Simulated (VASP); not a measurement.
# Te2Mo (CdI2 type) (P-3m1) in VASP: electric field gradients with revPBE

Aim: the electric field gradients of Te2Mo (CdI2 type) with revPBE.

Everything below comes from runs of VASP 6.6.1. Logs are shortened: lines on timing, memory, paths and dates and some standing lists are left out, and cuts for length are marked.

### Step 1. The cell of the first run

Symmetry: P-3m1, No. 164, trigonal system. Conventional cell: a = 3.509 Å, b = 3.509 Å, c = 7.901 Å, α = 90.00°, β = 90.00°, γ = 120.00°. Mo (site symmetry -3m) has 6 Te at 2.75 Å and 6 Mo at 3.51 Å within 3.6 Å. Within 3.6 Å of Te (site symmetry 3m) lie 3 Mo at 2.75 Å and 6 Te at 3.51 Å.

### Step 2. Electric field gradients, revPBE

Input file INCAR:

```
PREC = Accurate ; ENCUT = 520
EDIFF = 1E-8 ; ISMEAR = -1
SIGMA = 0.05 ; LREAL = F
LASPH = T ; NELM = 80
ALGO = Normal ; ISIF = 2
LWAVE = F ; LCHARG = F
GGA = RE ; LEFG = T
ISYM = 0 ; NBANDS = 20
```

Input file KPOINTS:

```
Automatic mesh
0
Gamma
  12 12 7
```

Input file POSCAR:

```
Te2Mo
1.0
    3.5090815790      0.0000000000      0.0000000000
   -1.7545407895      3.0389537914      0.0000000000
    0.0000000000      0.0000000000      7.9013555158
Mo Te
1 2
Direct
    0.0000000000      0.0000000000      0.0000000000
    0.3333333333      0.6666666667      0.2353884260
    0.6666666667      0.3333333333      0.7646115740
```

Potentials or basis: VASP PAW PBE potentials, release 64 (Mo_sv, Te).

Launch:

```bash
$ cat potpaw_PBE.64/Mo_sv/POTCAR potpaw_PBE.64/Te/POTCAR > POTCAR
$ mpirun -np 1 vasp_std > vasp.out
```

OUTCAR:

```text
PREC = Accurate
   ENCUT = 520
   EDIFF = 1E-8
   ISMEAR = -1
   LREAL = F
   LASPH = T
   NELM = 80
   ISIF = 2
   GGA = RE
   ISYM = 0

 ion  position               nearest neighbor table
   1  0.000  0.000  0.000-   2 2.75   3 2.75   3 2.75   2 2.75   3 2.75   2 2.75
   2  0.333  0.667  0.235-   1 2.75   1 2.75   1 2.75
   3  0.667  0.333  0.765-   1 2.75   1 2.75   1 2.75

IMPORTANT INFORMATION: All symmetrisations will be switched off!
NOSYMM: (Re-)initialisation of all symmetry stuff for point group C_1.

----------------------------------------------------------------------------------------

                                     Primitive cell

  volume of cell :      84.2596

  direct lattice vectors                    reciprocal lattice vectors
     3.509081579  0.000000000  0.000000000     0.284974851  0.164530307  0.000000000
    -1.754540790  3.038953791  0.000000000     0.000000000  0.329060614  0.000000000
     0.000000000  0.000000000  7.901355516     0.000000000  0.000000000  0.126560563

  length of vectors
     3.509081579  3.509081579  7.901355516     0.329060614  0.329060614  0.126560563

  position of ions in fractional coordinates (direct lattice)
     0.000000000  0.000000000  0.000000000
     0.333333333  0.666666667  0.235388426
     0.666666667  0.333333333  0.764611574

  ion indices of the primitive-cell ions
   primitive index   ion index
                 1           1
                 2           2
                 3           3

----------------------------------------------------------------------------------------

 KPOINTS: Automatic mesh

Automatic generation of k-mesh.
 Grid dimensions read from file:
 generate k-points for:   12   12    7

 Generating k-lattice:

  Cartesian coordinates                     Fractional coordinates (reciprocal lattice)
     0.023747904  0.013710859  0.000000000     0.083333333  0.000000000  0.000000000
     0.000000000  0.027421718  0.000000000     0.000000000  0.083333333  0.000000000
     0.000000000  0.000000000  0.018080080     0.000000000  0.000000000  0.142857143

  Length of vectors
     0.027421718  0.027421718  0.018080080

  Shift w.r.t. Gamma in fractional coordinates (k-lattice)
     0.000000000  0.000000000  0.000000000

 Subroutine IBZKPT returns following result:
 ===========================================

 Found    506 irreducible k-points:

 Following reciprocal coordinates:
            Coordinates               Weight
  0.000000  0.000000  0.000000      1.000000
  0.083333 -0.000000  0.000000      2.000000
  0.000000  0.083333  0.000000      2.000000
 -0.083333  0.083333  0.000000      2.000000
  0.166667 -0.000000  0.000000      2.000000
  0.000000  0.166667  0.000000      2.000000
[... 16 lines left out ...]
  0.166667  0.083333  0.000000      2.000000
 -0.083333  0.250000  0.000000      2.000000
 [... further k-points ...]
   k-points           NKPTS =    506   k-points in BZ     NKDIM =    506   number of bands    NBANDS=     20
   number of dos      NEDOS =    301   number of ions     NIONS =      3
   total plane-waves  NPLWV =  47040
   dimension x,y,z NGX =    28 NGY =   28 NGZ =   60
   dimension x,y,z NGXF=    56 NGYF=   56 NGZF=  120
   ions per type =               1   2
   NGX,Y,Z   is equivalent  to a cutoff of  13.27, 13.27, 12.62 a.u.
   NGXF,Y,Z  is equivalent  to a cutoff of  26.53, 26.53, 25.25 a.u.
 SYSTEM =  unknown system
   PREC   = accura    normal or accurate (medium, high low for compatibility)
   ISTART =      0    job   : 0-new  1-cont  2-samecut
   ICHARG =      2    charge: 1-file 2-atom 10-const
   ISPIN  =      1    spin polarized calculation?
   LNONCOLLINEAR =      F non collinear calculations
   LSORBIT =      F    spin-orbit coupling
   LASPH  =      T    aspherical Exc in radial PAW
   ENCUT  =  520.0 eV  38.22 Ry    6.18 a.u.   6.52  6.52 14.69*2*pi/ulx,y,z
   NELM   =     80;   NELMIN=  2; NELMDL= -5     # of ELM steps
   EDIFF  = 0.1E-07   stopping-criterion for ELM
   LREAL  =      F    real-space projection
   EDIFFG = 0.1E-06   stopping-criterion for IOM
   NSW    =      0    number of steps for IOM
   IBRION =     -1    ionic relax: 0-MD 1-quasi-New 2-CG
   NFREE  =      0    steps in history (QN), initial steepest desc. (CG)
   ISIF   =      2    stress and relaxation
   ISYM   =      0    0-nonsym 1-usesym 2-fastsym
   POTIM  = 0.5000    time-step for ionic-motion
   TEBEG  =    0.0;   TEEND  =   0.0 temperature during run
   PSTRESS=    0.0 pullay stress
   NELECT =      26.0000    total number of electrons
   NUPDOWN=      -1.0000    fix difference up-down
   EMIN   =  10.00;   EMAX   =-10.00  energy-range for DOS
   EFERMI =   0.00;   METHOD = LEGACY
   ISMEAR =    -1;   SIGMA  =   0.05  broadening in eV -4-tet -1-fermi 0-gaus
   EFERMI_NEDOS =   21; number of points for ismear=-14 and -15
   IALGO  =     38    algorithm
   IMIX   =      4    mixing-type and parameters
     AMIX     =   0.40;   BMIX     =  1.00
     AMIX_MAG =   1.60;   BMIX_MAG =  1.00
  volume/ion in A,a.u.               =      28.09       189.54
  Fermi-wavevector in a.u.,A,eV,Ry     =   1.106266  2.090540 16.651142  1.223824
  Thomas-Fermi vector in A             =   2.242765
   LORBIT       =      0    0 simple, 1 ext, 2 COOP (PROOUT), +10 PAW based schemes
   GGA     = RE    functional components
   LHFCALC =     F    Hartree Fock is set to
   AEXX    =    0.0000 exact exchange contribution
   IVDW    =     0    specifies the selected vdW correction
   LEPSILON=     F    determine dielectric tensor
   LRPA    =     F    only Hartree local field effects (RPA)
 non-spin polarized calculation
  energy-cutoff  :      520.00
  volume of cell :       84.26
 maximum number of plane-waves:      2309
 NGX is ok and might be reduce to    28
   NGX = 13   NGY = 13   NGZ = 29

 number of electron      25.9999999 magnetization

 Free energy of the ion-electron system (eV)
  ---------------------------------------------------
  ext. energy  EPLUGINS =         0.00000000
  ---------------------------------------------------
  free energy    TOTEN  =       -16.45896390 eV

  energy without entropy =      -16.44981376  energy(sigma->0) =      -16.45438883

 E-fermi :   7.3099     XC(G=0):  -9.5984

 val. band max:        7.2828886733   @ k =  -0.2500   0.5000   0.0000
 cond. band min:       7.3128011479   @ k =   0.2500   0.2500   0.4286
 fundamental gap:      0.0299124745
 Fermi energy:         7.3099295066

 k-point     1 :       0.0000    0.0000    0.0000
  band No.  band energies     occupation
      1     -54.0531      2.00000
      2     -28.1598      2.00000
      3     -28.1059      2.00000
      4     -28.1059      2.00000
      5      -5.9547      2.00000
      6      -5.0875      2.00000
[... 12 lines left out ...]
     19      13.3152      0.00000
     20      15.6161      0.00000

 k-point     2 :       0.0833   -0.0000    0.0000
  band No.  band energies     occupation
      1     -54.0524      2.00000
      2     -28.1580      2.00000
      3     -28.1146      2.00000
      4     -28.1080      2.00000
      5      -5.8535      2.00000
      6      -5.0211      2.00000
[... 12 lines left out ...]
     19      13.8631      0.00000
     20      15.3008      0.00000

 k-point     3 :       0.0000    0.0833    0.0000
  band No.  band energies     occupation
      1     -54.0524      2.00000
      2     -28.1580      2.00000
      3     -28.1146      2.00000
      4     -28.1080      2.00000
      5      -5.8535      2.00000
      6      -5.0211      2.00000
[... 12 lines left out ...]
     19      13.8631      0.00000
     20      15.3008      0.00000

 k-point     4 :      -0.0833    0.0833    0.0000
  band No.  band energies     occupation
      1     -54.0524      2.00000
      2     -28.1580      2.00000
      3     -28.1146      2.00000
      4     -28.1080      2.00000
      5      -5.8535      2.00000
      6      -5.0211      2.00000
[... 12 lines left out ...]
     19      13.8631      0.00000
     20      15.3008      0.00000

 k-point     5 :       0.1667   -0.0000    0.0000
  band No.  band energies     occupation
      1     -54.0506      2.00000
      2     -28.1530      2.00000
      3     -28.1382      2.00000
      4     -28.1136      2.00000
      5      -5.5580      2.00000
      6      -4.8287      2.00000
[... 12 lines left out ...]
     19      14.1400      0.00000
     20      15.0102      0.00000

 k-point     6 :       0.0000    0.1667    0.0000
  band No.  band energies     occupation
      1     -54.0506      2.00000
      2     -28.1530      2.00000
      3     -28.1382      2.00000
      4     -28.1136      2.00000
      5      -5.5580      2.00000
      6      -4.8287      2.00000
[... 12 lines left out ...]
     19      14.1400      0.00000
     20      15.0102      0.00000

 k-point     7 :      -0.1667    0.1667    0.0000
  band No.  band energies     occupation
      1     -54.0506      2.00000
      2     -28.1530      2.00000
      3     -28.1382      2.00000
      4     -28.1136      2.00000
      5      -5.5580      2.00000
      6      -4.8287      2.00000
[... 12 lines left out ...]
     19      14.1400      0.00000
     20      15.0102      0.00000
[... 277 lines left out ...]
 k-point    20 :       0.0833    0.0833    0.0000
  band No.  band energies     occupation
      1     -54.0512      2.00000
      2     -28.1546      2.00000
      3     -28.1303      2.00000
      4     -28.1122      2.00000
      5      -5.6550      2.00000
      6      -4.8917      2.00000
[... 12 lines left out ...]
     19      14.5597      0.00000
     20      15.1978      0.00000

 k-point    21 :      -0.0833    0.1667    0.0000
  band No.  band energies     occupation
      1     -54.0512      2.00000
      2     -28.1546      2.00000
      3     -28.1303      2.00000
      4     -28.1122      2.00000
      5      -5.6550      2.00000
      6      -4.8917      2.00000
[... 12 lines left out ...]
     19      14.5597      0.00000
     20      15.1978      0.00000

 k-point    22 :      -0.1667    0.0833    0.0000
  band No.  band energies     occupation
      1     -54.0512      2.00000
      2     -28.1546      2.00000
      3     -28.1303      2.00000
      4     -28.1122      2.00000
      5      -5.6550      2.00000
      6      -4.8917      2.00000
[... 12 lines left out ...]
     19      14.5597      0.00000
     20      15.1978      0.00000

 k-point    23 :       0.1667    0.0833    0.0000
  band No.  band energies     occupation
      1     -54.0491      2.00000
      2     -28.1571      2.00000
      3     -28.1486      2.00000
      4     -28.1199      2.00000
      5      -5.2755      2.00000
      6      -4.6473      2.00000
[... 12 lines left out ...]
     19      14.5378      0.00000
     20      14.6750      0.00000

 k-point    24 :      -0.0833    0.2500    0.0000
  band No.  band energies     occupation
      1     -54.0491      2.00000
      2     -28.1571      2.00000
      3     -28.1486      2.00000
      4     -28.1199      2.00000
      5      -5.2755      2.00000
      6      -4.6473      2.00000
[... 12 lines left out ...]
     19      14.5378      0.00000
     20      14.6750      0.00000

 [... further k-points ...]

------------------------ aborting loop because EDIFF is reached ----------------------------------------

  FORCE on cell =-STRESS in cart. coord.  units (eV):
  Direction    XX          YY          ZZ          XY          YZ          ZX
  --------------------------------------------------------------------------------------
  -------------------------------------------------------------------------------------
  Total        0.6331390      0.6331394      0.6877401      0.0000002     -0.0000001      0.0000002
  in kB       12.0390028     12.0390087     13.0772301      0.0000045     -0.0000020      0.0000036
  external PRESSURE =      12.3850805 kB  Pullay stress =       0.0000000 kB

 VOLUME and BASIS-vectors are now :
 -----------------------------------------------------------------------------
  energy-cutoff  :      520.00
  volume of cell :       84.26
      direct lattice vectors                 reciprocal lattice vectors
     3.509081579  0.000000000  0.000000000     0.284974851  0.164530307  0.000000000
    -1.754540790  3.038953791  0.000000000     0.000000000  0.329060614  0.000000000
     0.000000000  0.000000000  7.901355516     0.000000000  0.000000000  0.126560563

 POSITION                                       TOTAL-FORCE (eV/Angst)
 -----------------------------------------------------------------------------------
      0.00000      0.00000      0.00000         0.000000     -0.000000      0.000000
     -0.00000      2.02597      1.85989        -0.000000      0.000000      0.082107
      1.75454      1.01298      6.04147         0.000000     -0.000000     -0.082107
 -----------------------------------------------------------------------------------
    total drift:                                0.000000     -0.000000      0.000000

  FREE ENERGIE OF THE ION-ELECTRON SYSTEM (eV)
  ---------------------------------------------------
  free  energy   TOTEN  =       -16.4589638964 eV

  energy  without entropy=      -16.4498137570  energy(sigma->0) =      -16.45438883

 Electric field gradients (V/A^2)
---------------------------------------------------------------------
 ion       V_xx      V_yy      V_zz      V_xy      V_xz      V_yz
---------------------------------------------------------------------
   1      34.587    34.588   -69.175     0.001     0.000    -0.000
   2     117.444   117.445  -234.889     0.000    -0.000     0.000
   3     117.444   117.445  -234.889     0.000    -0.000     0.000
---------------------------------------------------------------------

 Electric field gradients after diagonalization (V/A^2)
 (convention: |V_zz| > |V_xx| > |V_yy|)
----------------------------------------------------------------------
 ion       V_xx      V_yy      V_zz     asymmetry (V_yy - V_xx)/ V_zz
----------------------------------------------------------------------
   1      34.588    34.587   -69.175       0.000
   2     117.445   117.444  -234.889       0.000
   3     117.445   117.444  -234.889       0.000
----------------------------------------------------------------------

           NMR quadrupolar parameters

 Cq : quadrupolar parameter    Cq=e*Q*V_zz/h
 eta: asymmetry parameters     (V_yy - V_xx)/ V_zz
 Q  : nuclear electric quadrupole moment in mb (millibarn)
----------------------------------------------------------------------
 ion       Cq(MHz)       eta       Q (mb)
----------------------------------------------------------------------
   1      -0.167       0.000       1.000
   2      -0.568       0.000       1.000
   3      -0.568       0.000       1.000
----------------------------------------------------------------------
```

Wall time 7.6 min (1 thread of Intel Xeon 6975P-C (Granite Rapids), shared host); peak memory 0.85 GiB.

Results:

```yaml
Free_energy: -16.4590 eV
Pressure: 1.2 GPa
Largest_force: 0.082 eV/Å
Band_gap_on_the_k_mesh: zero (bands 13 and 14 overlap by 0.28 eV)
Largest_electric_field_gradient_by_atom: Mo -69.2; Te -234.9 V/Å²
```

Forces in eV/Å, atoms in the order of the input:
```
Mo   0.000  0.000  0.000
Te   0.000  0.000  0.082
Te   0.000  0.000 -0.082
```

Electric field gradients, principal values (V/Å²):
```tsv
atom	least	middle	greatest (by size)
1 Mo	34.587	34.588	-69.175
2 Te	117.444	117.445	-234.889
3 Te	117.444	117.445	-234.889
```

Caveat: without QUAD_EFG the Cq values of the log hold for a quadrupole moment of 1 mb, not for the nuclei; the PAW data sets were made with another functional, which shifts forces and pressure a little; spin-orbit coupling is left out, which moves the levels of the heavy elements; this functional lacks dispersion, which binds the layers, so the pressure and a relaxed spacing across them are unreliable.
